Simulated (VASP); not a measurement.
# ZrAl5N6 (P-6m2) in VASP: notebook, part 2 of 2

VASP 6.6.1. The steps go on from the part before.

## 3. Single point, PBE

This run uses another cell than the first one, of 13.06 Å³/atom, 1.370 times its volume.

Contents of INCAR:

```
  PREC = Accurate
  ENCUT = 520
  EDIFF = 1E-6
  ISMEAR = 0
  SIGMA = 0.1
  LREAL = False
  LASPH = True
  NELM = 80
  ALGO = Normal
  ISIF = 2
  LWAVE = False
  LCHARG = False
  GGA = PE
  NBANDS = 40
```

Contents of KPOINTS:

```
regular mesh
0
Gamma
  6 6 1
```

Contents of POSCAR:

```
ZrAl5N6
1.0
    3.2716606100      0.0000000000      0.0000000000
   -1.6358303000      2.8333412000      0.0000000000
    0.0000000000      0.0000000000     16.9067375900
Zr Al N
1 5 6
Direct
    0.3333333300      0.6666666700      0.5000000000
    0.3333333300      0.6666666700      0.8333333300
    0.3333333300      0.6666666700      0.1666666700
    0.6666666700      0.3333333300      0.0000000000
    0.6666666700      0.3333333300      0.3333333300
    0.6666666700      0.3333333300      0.6666666700
    0.0000000000      0.0000000000      0.7500000000
    0.0000000000      0.0000000000      0.0833333300
    0.0000000000      0.0000000000      0.4166666700
    0.0000000000      0.0000000000      0.9166666700
    0.0000000000      0.0000000000      0.2500000000
    0.0000000000      0.0000000000      0.5833333300
```

Potentials or basis: VASP PAW PBE potentials, release 64 (Zr_sv, Al, N).

The run is started by

```sh
> cat potpaw_PBE.64/Zr_sv/POTCAR potpaw_PBE.64/Al/POTCAR potpaw_PBE.64/N/POTCAR > POTCAR
> mpirun -np 1 vasp_std > vasp.out
```

OUTCAR:

```text
PREC = Accurate
   ENCUT = 520
   EDIFF = 1E-6
   ISMEAR = 0
   LREAL = False
   LASPH = True
   NELM = 80
   ISIF = 2
   GGA = PE

 ion  position               nearest neighbor table
   1  0.333  0.667  0.500-   9 2.36  12 2.36   9 2.36  12 2.36   9 2.36  12 2.36   5 3.39   6 3.39
                             5 3.39   6 3.39   5 3.39   6 3.39
   2  0.333  0.667  0.833-   7 2.36   7 2.36   7 2.36  10 2.36  10 2.36  10 2.36
   3  0.333  0.667  0.167-  11 2.36  11 2.36  11 2.36   8 2.36   8 2.36   8 2.36
   4  0.667  0.333  0.000-   8 2.36  10 2.36   8 2.36  10 2.36   8 2.36  10 2.36
   5  0.667  0.333  0.333-  11 2.36  11 2.36  11 2.36   9 2.36   9 2.36   9 2.36   1 3.39   1 3.39
                             1 3.39
   6  0.667  0.333  0.667-   7 2.36   7 2.36   7 2.36  12 2.36  12 2.36  12 2.36   1 3.39   1 3.39
                             1 3.39
   7  0.000  0.000  0.750-   2 2.36   6 2.36   2 2.36   6 2.36   6 2.36   2 2.36
   8  0.000  0.000  0.083-   4 2.36   4 2.36   4 2.36   3 2.36   3 2.36   3 2.36
   9  0.000  0.000  0.417-   1 2.36   1 2.36   1 2.36   5 2.36   5 2.36   5 2.36
  10  0.000  0.000  0.917-   4 2.36   4 2.36   4 2.36   2 2.36   2 2.36   2 2.36
  11  0.000  0.000  0.250-   3 2.36   5 2.36   3 2.36   5 2.36   5 2.36   3 2.36
  12  0.000  0.000  0.583-   1 2.36   1 2.36   1 2.36   6 2.36   6 2.36   6 2.36

  LATTYP: Found a hexagonal cell.
 ALAT       =     3.2716606100
 C/A-ratio  =     5.1676318559

  Lattice vectors:

 A1 = (   3.2716606100,   0.0000000000,   0.0000000000)
 A2 = (  -1.6358303000,   2.8333412000,   0.0000000000)
 A3 = (   0.0000000000,   0.0000000000,  16.9067375900)

Analysis of symmetry for initial positions (statically):
=====================================================================
 Subroutine PRICEL returns:
 Original cell was already a primitive cell.

 Routine SETGRP: Setting up the symmetry group for a
 hexagonal supercell.

 Subroutine GETGRP returns: Found 12 space group operations
 (whereof 12 operations were pure point group operations)
 out of a pool of 24 trial point group operations.

[... 147 lines left out ...]
 non-spin polarized calculation
 Gauss-broadening in eV      SIGMA  =   0.10
  energy-cutoff  :      520.00
  volume of cell :      156.72
 maximum number of plane-waves:      4278
   NGX = 13   NGY = 13   NGZ = 63

 number of electron      56.9999998 magnetization

 Free energy of the ion-electron system (eV)
  ---------------------------------------------------
  ext. energy  EPLUGINS =         0.00000000
  ---------------------------------------------------
  free energy    TOTEN  =       -80.16860917 eV

  energy without entropy =      -80.13635916  energy(sigma->0) =      -80.15248417

 E-fermi :   6.7593     XC(G=0): -10.6074

 val. band max:        6.6750726362   @ k =   0.3333   0.3333   0.0000
 cond. band min:       6.7637569598   @ k =   0.3333   0.1667   0.0000
 fundamental gap:      0.0886843236
 Fermi energy:         6.7592804949

 k-point     1 :       0.0000    0.0000    0.0000
  band No.  band energies     occupation
      1     -42.4708      2.00000
      2     -20.6483      2.00000
      3     -20.1647      2.00000
      4     -20.1647      2.00000
      5      -8.5103      2.00000
      6      -8.0661      2.00000
[... 290 lines left out ...]
     39      11.5221      0.00000
     40      11.8725      0.00000

------------------------ aborting loop because EDIFF is reached ----------------------------------------

  FORCE on cell =-STRESS in cart. coord.  units (eV):
  Direction    XX          YY          ZZ          XY          YZ          ZX
  --------------------------------------------------------------------------------------
  -------------------------------------------------------------------------------------
  Total      -35.0069614    -35.0069614    -28.8167966     -0.0000001      0.0000000     -0.0000000
  in kB     -357.8805238   -357.8805236   -294.5976985     -0.0000006      0.0000000     -0.0000000
  external PRESSURE =    -336.7862486 kB  Pullay stress =       0.0000000 kB

 VOLUME and BASIS-vectors are now :
 -----------------------------------------------------------------------------
  energy-cutoff  :      520.00
  volume of cell :      156.72
      direct lattice vectors                 reciprocal lattice vectors
     3.271660610  0.000000000  0.000000000     0.305655176  0.176470098  0.000000000
    -1.635830300  2.833341200  0.000000000     0.000000000  0.352940197  0.000000000
     0.000000000  0.000000000 16.906737590     0.000000000  0.000000000  0.059148017

 POSITION                                       TOTAL-FORCE (eV/Angst)
 -----------------------------------------------------------------------------------
     -0.00000      1.88889      8.45337        -0.000000     -0.000000      0.000000
     -0.00000      1.88889     14.08895         0.000000      0.000000      0.295835
     -0.00000      1.88889      2.81779         0.000000      0.000000     -0.295835
      1.63583      0.94445      0.00000         0.000000      0.000000      0.000000
      1.63583      0.94445      5.63558         0.000000      0.000000     -0.802308
      1.63583      0.94445     11.27116         0.000000     -0.000000      0.802308
      0.00000      0.00000     12.68005         0.000000     -0.000000     -0.408055
      0.00000      0.00000      1.40889         0.000000     -0.000000      0.119748
      0.00000      0.00000      7.04447         0.000000      0.000000     -0.493649
      0.00000      0.00000     15.49784         0.000000     -0.000000     -0.119748
      0.00000      0.00000      4.22668         0.000000     -0.000000      0.408055
      0.00000      0.00000      9.86226         0.000000     -0.000000      0.493649
 -----------------------------------------------------------------------------------
    total drift:                                0.000027     -0.000016     -0.000000

  FREE ENERGIE OF THE ION-ELECTRON SYSTEM (eV)
  ---------------------------------------------------
  free  energy   TOTEN  =       -80.1686091733 eV

  energy  without entropy=      -80.1363591580  energy(sigma->0) =      -80.15248417
```

OSZICAR:

```text
N       E                     dE             d eps       ncg     rms          rms(c)
DAV:   1     0.292650058402E+03    0.29265E+03   -0.26457E+04   560   0.128E+03
DAV:   2    -0.630686786759E+02   -0.35572E+03   -0.34211E+03   736   0.283E+02
DAV:   3    -0.921216653677E+02   -0.29053E+02   -0.28721E+02   808   0.779E+01
[... 12 lines left out ...]
DAV:  16    -0.801686375337E+02    0.24417E-04   -0.12407E-04   712   0.496E-02    0.297E-02
DAV:  17    -0.801686131715E+02    0.24362E-04   -0.14872E-04   760   0.535E-02    0.123E-02
DAV:  18    -0.801686104908E+02    0.26808E-05   -0.18482E-05   688   0.202E-02    0.712E-03
DAV:  19    -0.801686089428E+02    0.15479E-05   -0.35995E-06   528   0.109E-02    0.282E-03
DAV:  20    -0.801686091733E+02   -0.23053E-06   -0.30942E-06   624   0.647E-03
   1 F= -.80168609E+02 E0= -.80152484E+02  d E =-.322500E-01
```

stdout:

```text
POSCAR found type information on POSCAR ZrAlN
 POSCAR found :  3 types and      12 ions
 scaLAPACK will be used
 LDA part: xc-table for (Slater+PW92), standard interpolation
 POSCAR, INCAR and KPOINTS ok, starting setup
 FFT: planning ... GRIDC
 FFT: planning ... GRID_SOFT
 FFT: planning ... GRID
 WAVECAR not read
 entering main loop
```

It took 38 s on 1 thread of Intel Xeon 6975P-C (Granite Rapids), shared host; peak memory 0.26 GiB.

What came out:

```
Free energy   : -80.1686 eV
Pressure      : -33.7 GPa
Largest force : 0.802 eV/Å
```

Forces on the atoms (eV/Å):
```
Zr   0.000  0.000  0.000
Al   0.000  0.000  0.296
Al   0.000  0.000 -0.296
Al   0.000  0.000  0.000
Al   0.000  0.000 -0.802
Al   0.000  0.000  0.802
N    0.000  0.000 -0.408
N    0.000  0.000  0.120
N    0.000  0.000 -0.494
N    0.000  0.000 -0.120
N    0.000  0.000  0.408
N    0.000  0.000  0.494
```

Levels at points of the mesh, in eV from the Fermi level:
| k point | band 26 | band 27 | band 28 | band 29 | band 30 | band 31 |
| --- | --- | --- | --- | --- | --- | --- |
| (0.00, 0.00, 0.00) | -0.72 | -0.66 | -0.37 | -0.37 | 0.99 | 1.19 |
| (0.50, 0.00, 0.00) | -1.59 | -1.22 | -0.20 | -0.20 | 0.49 | 1.20 |

Caveat: the k points lie up to 0.37 Å⁻¹ apart.

## 4. Single point, PBE, collinear spin, ferromagnetic start

Contents of INCAR:

```
SYSTEM = ZrAl5N6
ALGO = Normal
EDIFF = 1E-7
ENCUT = 520
GGA = PE
ISIF = 2
ISMEAR = 0
ISPIN = 2
LASPH = .TRUE.
LCHARG = .TRUE.
LELF = .TRUE.
LMAXMIX = 4
LORBIT = 11
LREAL = .FALSE.
LVHAR = .TRUE.
LWAVE = .FALSE.
MAGMOM = 1 0 0 0 0 0 0 0 0 0 0 0
NBANDS = 44
NELM = 150
PREC = Accurate
SIGMA = 0.1
```

Contents of KPOINTS:

```
k-points
0
G
  6 6 1
  0 0 0
```

Contents of POSCAR:

```
ZrAl5N6
1.0
    2.9146840772      0.0000000000      0.0000000000
   -1.4573420386      2.5241904549      0.0000000000
    0.0000000000      0.0000000000     15.5529301144
Zr Al N
1 5 6
Direct
    0.3333333333      0.6666666667      0.5000000000
    0.3333333333      0.6666666667      0.8369103077
    0.3333333333      0.6666666667      0.1630896923
    0.6666666667      0.3333333333      0.0000000000
    0.6666666667      0.3333333333      0.3261043295
    0.6666666667      0.3333333333      0.6738956705
    0.0000000000      0.0000000000      0.7547140517
    0.0000000000      0.0000000000      0.0818667645
    0.0000000000      0.0000000000      0.4055255967
    0.0000000000      0.0000000000      0.9181332355
    0.0000000000      0.0000000000      0.2452859483
    0.0000000000      0.0000000000      0.5944744033
```

The run is started by

```sh
> cat potpaw_PBE.64/Zr_sv/POTCAR potpaw_PBE.64/Al/POTCAR potpaw_PBE.64/N/POTCAR > POTCAR
> mpirun -np 1 vasp_std > vasp.out
```

Run time: 2.1 min. Hardware: 1 thread of Intel Xeon 6975P-C, shared host; peak memory 0.32 GiB.

Results (log left out):

```yaml
Free_energy: -86.3710 eV
Pressure: 0.2 GPa
Largest_force: 0.212 eV/Å
Net_moment: 0.85 μB per cell
Site_moments: Zr +0.47; Al +0.00; N +0.01, +0.00, +0.03 μB
Valence_electrons_inside_the_program's_atomic_spheres: Zr 10.10; Al 0.66, 0.65, 0.67; N 3.78, 3.79
```

Forces on the atoms (eV/Å):
```
Zr   0.000  0.000  0.000
Al   0.000  0.000 -0.031
Al   0.000  0.000  0.031
Al   0.000  0.000  0.000
Al   0.000  0.000  0.044
Al   0.000  0.000 -0.044
N    0.000  0.000  0.048
N    0.000  0.000 -0.036
N    0.000  0.000 -0.212
N    0.000  0.000  0.036
N    0.000  0.000 -0.048
N    0.000  0.000  0.212
```

Stress tensor (GPa, compression positive):
```
-0.20  0.00  0.00
 0.00 -0.20  0.00
 0.00  0.00  1.05
```

Levels at points of the mesh, in eV from the Fermi level:
Spin up:
| k point | band 27 | band 28 | band 29 | band 30 | band 31 | band 32 |
| --- | --- | --- | --- | --- | --- | --- |
| (0.00, 0.00, 0.00) | -1.04 | -1.04 | 0.05 | 1.91 | 2.64 | 2.64 |
| (0.50, 0.00, 0.00) | -2.30 | -0.80 | -0.31 | 0.20 | 1.20 | 2.81 |
Spin down:
```tsv
k point	band 24	band 25	band 26	band 27	band 28	band 29	band 30	band 31	band 32	band 33
(0.00, 0.00, 0.00)	-1.38	-1.38	-1.24	-1.04	-1.04	0.64	2.01	2.74	3.12	3.12
(0.50, 0.00, 0.00)	-3.03	-2.60	-2.34	-2.27	-0.77	0.06	0.53	1.29	2.83	3.40
```

Caveat: the k points lie up to 0.41 Å⁻¹ apart.

## 5. Overview

```csv
spin,cell,gap on the mesh (eV),pressure (GPa),largest force (eV/Å)
off,"a = 2.915, b = 2.915, c = 15.553 Å, angles 90.0, 90.0, 120.0°, 12 atoms",none,-0.1,0.03
off,"a = 3.272, b = 3.272, c = 16.907 Å, angles 90.0, 90.0, 120.0°, 12 atoms",none,-33.7,0.80
"collinear, ferromagnetic start","a = 2.915, b = 2.915, c = 15.553 Å, angles 90.0, 90.0, 120.0°, 12 atoms",none,0.2,0.21
```

Alike in all rows: task single point; level PBE; potentials or basis VASP PAW PBE potentials, release 64 (Zr_sv, Al, N); k mesh 6 × 6 × 1; cutoff (eV) 520; smearing gaussian 0.1 eV.

Caveats: all runs use coarse meshes.

Total energies depend on the potentials used, so only differences within one code and one set of settings carry meaning.
